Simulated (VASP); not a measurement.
# Zr2B3 (P6/mmm) in VASP: further runs

Runs on Zr2B3. Level: PBE. Tasks: single point.

Everything below comes from runs of VASP 6.6.1. Logs are shortened: lines on timing, memory, paths and dates and some standing lists are left out, and cuts for length are marked.

### 1 The cell of the first run

It takes space group P6/mmm (No. 191, hexagonal). The conventional cell has a = 3.307 Å, b = 3.307 Å, c = 6.258 Å, α = 90.00°, β = 90.00°, γ = 120.00°. Zr (site symmetry 6mm) has 6 B at 2.01 Å and 1 Zr at 2.29 Å within 2.7 Å. B (site symmetry mmm) has 4 B at 1.65 Å and 4 Zr at 2.01 Å within 2.2 Å.

### 2 Single point, PBE

INCAR

```
SYSTEM = Zr2B3
ALGO = Normal ; EDIFF = 1E-7
ENCUT = 520 ; GGA = PE
ISIF = 2 ; ISMEAR = 0
LASPH = .TRUE. ; LCHARG = .TRUE.
LELF = .TRUE. ; LREAL = .FALSE.
LVHAR = .TRUE. ; LWAVE = .FALSE.
NBANDS = 24 ; NELM = 80
PREC = Accurate ; SIGMA = 0.1
```

KPOINTS

```
k-points
0
G
  6 6 4
  0 0 0
```

POSCAR

```
Zr2B3
1.0
    3.3065354200      0.0000000000      0.0000000000
   -1.6532677100      2.8635436700      0.0000000000
    0.0000000000      0.0000000000      6.2578578000
Zr B
2 3
Direct
    0.0000000000      0.0000000000      0.3172156700
    0.0000000000      0.0000000000      0.6827843300
    0.5000000000      0.0000000000      0.5000000000
    0.0000000000      0.5000000000      0.5000000000
    0.5000000000      0.5000000000      0.5000000000
```

Potentials or basis: VASP PAW PBE potentials, release 64 (Zr_sv, B).

On the command line:

```console
> cat potpaw_PBE.64/Zr_sv/POTCAR potpaw_PBE.64/B/POTCAR > POTCAR
> mpirun -np 1 vasp_std > vasp.out
```

OUTCAR:

```text
SYSTEM = Zr2B3
   EDIFF = 1E-7
   ENCUT = 520
   GGA = PE
   ISIF = 2
   ISMEAR = 0
   LASPH = .TRUE.
   LREAL = .FALSE.
   NELM = 80
   PREC = Accurate

 ion  position               nearest neighbor table
   1  0.000  0.000  0.317-   4 2.01   5 2.01   4 2.01   5 2.01   3 2.01   3 2.01   2 2.29
   2  0.000  0.000  0.683-   4 2.01   5 2.01   4 2.01   5 2.01   3 2.01   3 2.01   1 2.29
   3  0.500  0.000  0.500-   4 1.65   5 1.65   5 1.65   4 1.65   1 2.01   1 2.01   2 2.01   2 2.01

   4  0.000  0.500  0.500-   3 1.65   3 1.65   5 1.65   5 1.65   1 2.01   2 2.01   1 2.01   2 2.01

   5  0.500  0.500  0.500-   3 1.65   3 1.65   4 1.65   4 1.65   1 2.01   2 2.01   1 2.01   2 2.01

  LATTYP: Found a hexagonal cell.
 ALAT       =     3.3065354200
 C/A-ratio  =     1.8925724376

  Lattice vectors:

 A1 = (   3.3065354200,   0.0000000000,   0.0000000000)
 A2 = (  -1.6532677100,   2.8635436700,   0.0000000000)
 A3 = (   0.0000000000,   0.0000000000,   6.2578578000)

Analysis of symmetry for initial positions (statically):
=====================================================================
 Subroutine PRICEL returns:
 Original cell was already a primitive cell.

 Routine SETGRP: Setting up the symmetry group for a
 hexagonal supercell.

 Subroutine GETGRP returns: Found 24 space group operations
 (whereof 24 operations were pure point group operations)
 out of a pool of 24 trial point group operations.

The static configuration has the point symmetry D_6h.

Analysis of symmetry for dynamics (positions and initial velocities):
=====================================================================
 Subroutine PRICEL returns:
 Original cell was already a primitive cell.

 Routine SETGRP: Setting up the symmetry group for a
 hexagonal supercell.

 Subroutine GETGRP returns: Found 24 space group operations
 (whereof 24 operations were pure point group operations)
 out of a pool of 24 trial point group operations.

The dynamic configuration has the point symmetry D_6h.

 Subroutine INISYM returns: Found 24 space group operations
 (whereof 24 operations are pure point group operations),
 and found     1 'primitive' translations

----------------------------------------------------------------------------------------

                                     Primitive cell

  volume of cell :      59.2520

  direct lattice vectors                    reciprocal lattice vectors
     3.306535420  0.000000000  0.000000000     0.302431359  0.174608827  0.000000000
    -1.653267710  2.863543670  0.000000000     0.000000000  0.349217653  0.000000000
     0.000000000  0.000000000  6.257857800     0.000000000  0.000000000  0.159799093

  length of vectors
     3.306535420  3.306535418  6.257857800     0.349217653  0.349217653  0.159799093

  position of ions in fractional coordinates (direct lattice)
     0.000000000  0.000000000  0.317215670
     0.000000000  0.000000000  0.682784330
     0.500000000  0.000000000  0.500000000
     0.000000000  0.500000000  0.500000000
     0.500000000  0.500000000  0.500000000

  ion indices of the primitive-cell ions
   primitive index   ion index
                 1           1
                 2           2
                 3           3
                 4           4
                 5           5

----------------------------------------------------------------------------------------

 KPOINTS: k-points

Automatic generation of k-mesh.
 Grid dimensions read from file:
 generate k-points for:    6    6    4

 Generating k-lattice:

  Cartesian coordinates                     Fractional coordinates (reciprocal lattice)
     0.050405226  0.029101471  0.000000000     0.166666667  0.000000000  0.000000000
     0.000000000  0.058202942  0.000000000     0.000000000  0.166666667  0.000000000
     0.000000000  0.000000000  0.039949773     0.000000000  0.000000000  0.250000000

  Length of vectors
     0.058202942  0.058202942  0.039949773

  Shift w.r.t. Gamma in fractional coordinates (k-lattice)
     0.000000000  0.000000000  0.000000000

 Subroutine IBZKPT returns following result:
 ===========================================

 Found     21 irreducible k-points:

 Following reciprocal coordinates:
            Coordinates               Weight
  0.000000  0.000000  0.000000      1.000000
  0.166667  0.000000  0.000000      6.000000
  0.333333  0.000000  0.000000      6.000000
  0.500000  0.000000  0.000000      3.000000
  0.166667  0.166667  0.000000      6.000000
  0.333333  0.166667  0.000000     12.000000
[... 13 lines left out ...]
  0.333333  0.166667  0.500000     12.000000
  0.333333  0.333333  0.500000      2.000000
   k-points           NKPTS =     21   k-points in BZ     NKDIM =     21   number of bands    NBANDS=     24
   number of dos      NEDOS =    301   number of ions     NIONS =      5
   total plane-waves  NPLWV =  37632
   dimension x,y,z NGX =    28 NGY =   28 NGZ =   48
   dimension x,y,z NGXF=    56 NGYF=   56 NGZF=   96
   ions per type =               2   3
   NGX,Y,Z   is equivalent  to a cutoff of  14.08, 14.08, 12.75 a.u.
   NGXF,Y,Z  is equivalent  to a cutoff of  28.16, 28.16, 25.50 a.u.
 SYSTEM =  Zr2B3
   PREC   = accura    normal or accurate (medium, high low for compatibility)
   ISTART =      0    job   : 0-new  1-cont  2-samecut
   ICHARG =      2    charge: 1-file 2-atom 10-const
   ISPIN  =      1    spin polarized calculation?
   LNONCOLLINEAR =      F non collinear calculations
   LSORBIT =      F    spin-orbit coupling
   LASPH  =      T    aspherical Exc in radial PAW
   ENCUT  =  520.0 eV  38.22 Ry    6.18 a.u.   6.15  6.15 11.64*2*pi/ulx,y,z
   NELM   =     80;   NELMIN=  2; NELMDL= -5     # of ELM steps
   EDIFF  = 0.1E-06   stopping-criterion for ELM
   LREAL  =      F    real-space projection
   EDIFFG = 0.1E-05   stopping-criterion for IOM
   NSW    =      0    number of steps for IOM
   IBRION =     -1    ionic relax: 0-MD 1-quasi-New 2-CG
   NFREE  =      0    steps in history (QN), initial steepest desc. (CG)
   ISIF   =      2    stress and relaxation
   ISYM   =      2    0-nonsym 1-usesym 2-fastsym
   POTIM  = 0.5000    time-step for ionic-motion
   TEBEG  =    0.0;   TEEND  =   0.0 temperature during run
   PSTRESS=    0.0 pullay stress
   NELECT =      33.0000    total number of electrons
   NUPDOWN=      -1.0000    fix difference up-down
   EMIN   =  10.00;   EMAX   =-10.00  energy-range for DOS
   EFERMI =   0.00;   METHOD = LEGACY
   ISMEAR =     0;   SIGMA  =   0.10  broadening in eV -4-tet -1-fermi 0-gaus
   EFERMI_NEDOS =   21; number of points for ismear=-14 and -15
   IALGO  =     38    algorithm
   IMIX   =      4    mixing-type and parameters
     AMIX     =   0.40;   BMIX     =  1.00
     AMIX_MAG =   1.60;   BMIX_MAG =  1.00
  volume/ion in A,a.u.               =      11.85        79.97
  Fermi-wavevector in a.u.,A,eV,Ry     =   1.346931  2.545330 24.683993  1.814222
  Thomas-Fermi vector in A             =   2.474723
   LORBIT       =      0    0 simple, 1 ext, 2 COOP (PROOUT), +10 PAW based schemes
   GGA     = PE    functional components
   LHFCALC =     F    Hartree Fock is set to
   AEXX    =    0.0000 exact exchange contribution
   IVDW    =     0    specifies the selected vdW correction
   LEPSILON=     F    determine dielectric tensor
   LRPA    =     F    only Hartree local field effects (RPA)
 non-spin polarized calculation
 Gauss-broadening in eV      SIGMA  =   0.10
  energy-cutoff  :      520.00
  volume of cell :       59.25
 maximum number of plane-waves:      1620
 NGX is ok and might be reduce to    28
   NGX = 13   NGY = 13   NGZ = 23

 number of electron      32.9999999 magnetization

 Free energy of the ion-electron system (eV)
  ---------------------------------------------------
  ext. energy  EPLUGINS =         0.00000000
  ---------------------------------------------------
  free energy    TOTEN  =       -24.72472275 eV

  energy without entropy =      -24.71668340  energy(sigma->0) =      -24.72070307

 E-fermi :   9.0441     XC(G=0): -11.0590

 val. band max:        8.9913554739   @ k =   0.3333   0.1667   0.5000
 cond. band min:       9.1102550314   @ k =   0.3333   0.0000   0.0000
 fundamental gap:      0.1188995575
 Fermi energy:         9.0440676746

 k-point     1 :       0.0000    0.0000    0.0000
  band No.  band energies     occupation
      1     -39.0642      2.00000
      2     -38.1387      2.00000
      3     -19.3477      2.00000
      4     -17.2808      2.00000
      5     -17.2808      2.00000
      6     -16.2589      2.00000
[... 16 lines left out ...]
     23      17.9602      0.00000
     24      18.0225      0.00000

 k-point     2 :       0.1667    0.0000    0.0000
  band No.  band energies     occupation
      1     -39.0436      2.00000
      2     -38.1155      2.00000
      3     -19.3235      2.00000
      4     -17.5286      2.00000
      5     -17.3203      2.00000
      6     -16.4910      2.00000
[... 16 lines left out ...]
     23      16.4963      0.00000
     24      17.9824      0.00000

 k-point     3 :       0.3333    0.0000    0.0000
  band No.  band energies     occupation
      1     -39.0019      2.00000
      2     -38.0688      2.00000
      3     -19.2720      2.00000
      4     -17.9919      2.00000
      5     -17.3982      2.00000
      6     -16.9238      2.00000
[... 16 lines left out ...]
     23      16.2064      0.00000
     24      16.5814      0.00000

 k-point     4 :       0.5000    0.0000    0.0000
  band No.  band energies     occupation
      1     -38.9809      2.00000
      2     -38.0453      2.00000
      3     -19.2437      2.00000
      4     -18.2112      2.00000
      5     -17.4365      2.00000
      6     -17.1278      2.00000
[... 16 lines left out ...]
     23      15.2840      0.00000
     24      15.5219      0.00000

 k-point     5 :       0.1667    0.1667    0.0000
  band No.  band energies     occupation
      1     -39.0124      2.00000
      2     -38.0806      2.00000
      3     -19.2855      2.00000
      4     -17.8312      2.00000
      5     -17.4328      2.00000
      6     -16.7774      2.00000
[... 16 lines left out ...]
     23      15.5986      0.00000
     24      16.3203      0.00000

 k-point     6 :       0.3333    0.1667    0.0000
  band No.  band energies     occupation
      1     -38.9809      2.00000
      2     -38.0453      2.00000
      3     -19.2444      2.00000
      4     -18.0887      2.00000
      5     -17.5789      2.00000
      6     -17.0218      2.00000
[... 16 lines left out ...]
     23      14.7066      0.00000
     24      14.8848      0.00000
[... 298 lines left out ...]
 k-point    18 :       0.5000    0.0000    0.5000
  band No.  band energies     occupation
      1     -38.9799      2.00000
      2     -38.0467      2.00000
      3     -19.2239      2.00000
      4     -18.2084      2.00000
      5     -17.4349      2.00000
      6     -17.1316      2.00000
[... 16 lines left out ...]
     23      15.4384      0.00000
     24      15.9675      0.00000

 k-point    19 :       0.1667    0.1667    0.5000
  band No.  band energies     occupation
      1     -39.0113      2.00000
      2     -38.0820      2.00000
      3     -19.2647      2.00000
      4     -17.8287      2.00000
      5     -17.4313      2.00000
      6     -16.7804      2.00000
[... 16 lines left out ...]
     23      15.7016      0.00000
     24      17.0903      0.00000

 k-point    20 :       0.3333    0.1667    0.5000
  band No.  band energies     occupation
      1     -38.9799      2.00000
      2     -38.0467      2.00000
      3     -19.2247      2.00000
      4     -18.0861      2.00000
      5     -17.5771      2.00000
      6     -17.0253      2.00000
[... 16 lines left out ...]
     23      14.8539      0.00000
     24      15.6810      0.00000

 k-point    21 :       0.3333    0.3333    0.5000
  band No.  band energies     occupation
      1     -38.9694      2.00000
      2     -38.0349      2.00000
      3     -19.2110      2.00000
      4     -17.9062      2.00000
      5     -17.9062      2.00000
      6     -16.8766      2.00000
[... 16 lines left out ...]
     23      14.9441      0.00000
     24      14.9441      0.00000

------------------------ aborting loop because EDIFF is reached ----------------------------------------

  FORCE on cell =-STRESS in cart. coord.  units (eV):
  Direction    XX          YY          ZZ          XY          YZ          ZX
  --------------------------------------------------------------------------------------
  -------------------------------------------------------------------------------------
  Total       45.3281912     45.3281911     53.8638193     -0.0000000      0.0000000      0.0000000
  in kB     1225.6777187   1225.6777168   1456.4817483     -0.0000000      0.0000000      0.0000000
  external PRESSURE =    1302.6123946 kB  Pullay stress =       0.0000000 kB

 VOLUME and BASIS-vectors are now :
 -----------------------------------------------------------------------------
  energy-cutoff  :      520.00
  volume of cell :       59.25
      direct lattice vectors                 reciprocal lattice vectors
     3.306535420  0.000000000  0.000000000     0.302431359  0.174608827  0.000000000
    -1.653267710  2.863543670  0.000000000     0.000000000  0.349217653  0.000000000
     0.000000000  0.000000000  6.257857800     0.000000000  0.000000000  0.159799093

 POSITION                                       TOTAL-FORCE (eV/Angst)
 -----------------------------------------------------------------------------------
      0.00000      0.00000      1.98509         0.000000     -0.000000    -24.442681
      0.00000      0.00000      4.27277        -0.000000      0.000000     24.442681
      1.65327      0.00000      3.12893         0.000000     -0.000000      0.000000
     -0.82663      1.43177      3.12893         0.000000     -0.000000      0.000000
      0.82663      1.43177      3.12893         0.000000     -0.000000      0.000000
 -----------------------------------------------------------------------------------
    total drift:                               -0.000000     -0.000000      0.000000

  FREE ENERGIE OF THE ION-ELECTRON SYSTEM (eV)
  ---------------------------------------------------
  free  energy   TOTEN  =       -24.7247227480 eV

  energy  without entropy=      -24.7166834004  energy(sigma->0) =      -24.72070307
```

It took 19 s on 1 thread of Intel Xeon 6975P-C (Granite Rapids), shared host; peak memory 0.19 GiB.

What came out:

| Item | Value |
| --- | --- |
| Free energy | -24.7247 eV |
| Pressure | 130.3 GPa |
| Largest force | 24.443 eV/Å |

Forces in eV/Å, atoms in the order of the input:
```
Zr    0.000   0.000 -24.443
Zr    0.000   0.000  24.443
B     0.000   0.000   0.000
B     0.000   0.000   0.000
B     0.000   0.000   0.000
```

Levels at points of the mesh, in eV from the Fermi level:
```
           k point  band 13  band 14  band 15  band 16  band 17  band 18  band 19  band 20
(0.00, 0.00, 0.00)    -6.07    -3.39    -3.39    -2.35    -1.33    -1.33    -0.68     4.91
(0.50, 0.00, 0.00)    -4.07    -2.21    -0.98    -0.34     0.28     1.71     2.22     3.42
(0.00, 0.00, 0.50)    -6.05    -3.39    -3.39    -1.35    -1.35    -1.18    -0.82     2.76
(0.50, 0.00, 0.50)    -3.90    -2.23    -0.34     0.12     0.14     0.88     2.51     3.11
```

Caveat: the k points lie up to 0.37 Å⁻¹ apart; forces of over 1 eV/Å act on the atoms, so gaps and moduli don't describe the material at rest.

### 3 Single point, PBE

This run uses another cell than the first one, of 14.54 Å³/atom, 1.227 times its volume.

INCAR

```
SYSTEM = Zr2B3
  PREC = Accurate
  ENCUT = 520
  EDIFF = 1E-7
  ISMEAR = 0
  SIGMA = 0.1
  LREAL = .False.
  LASPH = .True.
  NELM = 60
  ALGO = Normal
  ISIF = 2
  LWAVE = .False.
  LCHARG = .False.
  GGA = PE
  NBANDS = 24
```

KPOINTS

```
regular mesh
0
Gamma
  6 6 4
  0 0 0
```

POSCAR

```
Zr2B3
1.0
    3.5705490030      0.0000000000      0.0000000000
   -1.7852745015      3.0921861420      0.0000000000
    0.0000000000      0.0000000000      6.5865908321
Zr B
2 3
Direct
    0.0000000000      0.0000000000      0.2489668397
    0.0000000000      0.0000000000      0.7510331603
    0.5000000000      0.0000000000      0.5000000000
    0.0000000000      0.5000000000      0.5000000000
    0.5000000000      0.5000000000      0.5000000000
```

Potentials or basis: VASP PAW PBE potentials, release 64 (Zr_sv, B).

On the command line:

```console
> cat potpaw_PBE.64/Zr_sv/POTCAR potpaw_PBE.64/B/POTCAR > POTCAR
> mpirun -np 1 vasp_std > vasp.out
```

Wall time 20 s (1 thread of Intel Xeon 6975P-C (Granite Rapids), shared host); peak memory 0.19 GiB.

It converged, with:

| Quantity | Value |
| --- | --- |
| Free energy | -36.8731 eV |
| Pressure | 0.4 GPa |

Stress tensor (GPa, compression positive):
```
0.44 0.00 0.00
0.00 0.44 0.00
0.00 0.00 0.19
```

Levels at points of the mesh, in eV from the Fermi level:
```tsv
k point	band 13	band 14	band 15	band 16	band 17	band 18	band 19	band 20
(0.00, 0.00, 0.00)	-4.50	-2.88	-1.76	-1.64	-1.64	-0.41	-0.41	1.88
(0.50, 0.00, 0.00)	-4.01	-3.50	-1.02	-0.50	0.77	0.95	1.92	2.44
(0.00, 0.00, 0.50)	-4.43	-1.95	-1.62	-1.57	-1.57	-0.54	-0.54	1.11
(0.50, 0.00, 0.50)	-4.08	-3.74	-0.84	0.17	0.39	0.41	1.96	1.97
```

### 4 Single point, PBE

This run uses another cell than the first one, of 14.64 Å³/atom, 1.236 times its volume.

INCAR

```
PREC = Accurate ; ENCUT = 520
EDIFF = 1E-6 ; ISMEAR = 0
SIGMA = 0.1 ; LREAL = False
LASPH = True ; NELM = 80
ALGO = Normal ; ISIF = 2
LWAVE = False ; LCHARG = False
GGA = PE ; NBANDS = 24
```

KPOINTS

```
Automatic mesh
0
Gamma
  12 12 6
```

POSCAR

```
Zr2B3
1.0
    3.5858713307      0.0000000000      0.0000000000
   -1.7929356653      3.1054556670      0.0000000000
    0.0000000000      0.0000000000      6.5744663271
Zr B
2 3
Direct
    0.0000000000      0.0000000000      0.2501983087
    0.0000000000      0.0000000000      0.7498016913
    0.5000000000      0.0000000000      0.5000000000
    0.0000000000      0.5000000000      0.5000000000
    0.5000000000      0.5000000000      0.5000000000
```

On the command line:

```console
> cat potpaw_PBE.64/Zr_sv/POTCAR potpaw_PBE.64/B/POTCAR > POTCAR
> mpirun -np 1 vasp_std > vasp.out
```

Run time: 57 s. Hardware: 1 thread of Intel Xeon 6975P-C (Granite Rapids), shared host; peak memory 0.26 GiB.

Results (log left out):

* Free energy: -36.8827 eV
* Pressure: 0.0 GPa
* Largest force: 0.021 eV/Å

Forces on the atoms (eV/Å):
```
Zr   0.000  0.000 -0.021
Zr   0.000  0.000  0.021
B    0.000  0.000  0.000
B    0.000  0.000  0.000
B    0.000  0.000  0.000
```

Levels at points of the mesh, in eV from the Fermi level:
```csv
k point,band 13,band 14,band 15,band 16,band 17,band 18,band 19,band 20
"(0.00, 0.00, 0.00)",-4.52,-2.83,-1.78,-1.71,-1.71,-0.44,-0.44,2.01
"(0.50, 0.00, 0.00)",-3.96,-3.49,-1.01,-0.45,0.73,0.96,1.83,2.42
"(0.00, 0.00, 0.50)",-4.45,-1.92,-1.65,-1.65,-1.61,-0.57,-0.57,1.22
"(0.50, 0.00, 0.50)",-4.02,-3.72,-0.84,0.22,0.39,0.42,1.86,1.93
```

### 5 The runs side by side

```tsv
cell	k mesh	gap on the mesh (eV)	pressure (GPa)	largest force (eV/Å)
a = 3.307, b = 3.307, c = 6.258 Å, angles 90.0, 90.0, 120.0°, 5 atoms	6 × 6 × 4	none	130.3	24.44
a = 3.571, b = 3.571, c = 6.587 Å, angles 90.0, 90.0, 120.0°, 5 atoms	6 × 6 × 4	none	0.4	-
a = 3.586, b = 3.586, c = 6.574 Å, angles 90.0, 90.0, 120.0°, 5 atoms	12 × 12 × 6	none	0.0	0.02
```

Alike in all rows: task single point; level PBE; potentials or basis VASP PAW PBE potentials, release 64 (Zr_sv, B); no spin polarisation; cutoff (eV) 520; smearing gaussian 0.1 eV.

Caveats: some runs use coarse meshes; forces of over 1 eV/Å act on the atoms, so gaps and moduli don't describe the material at rest (some runs).

Total energies depend on the potentials used, so only differences within one code and one set of settings carry meaning.
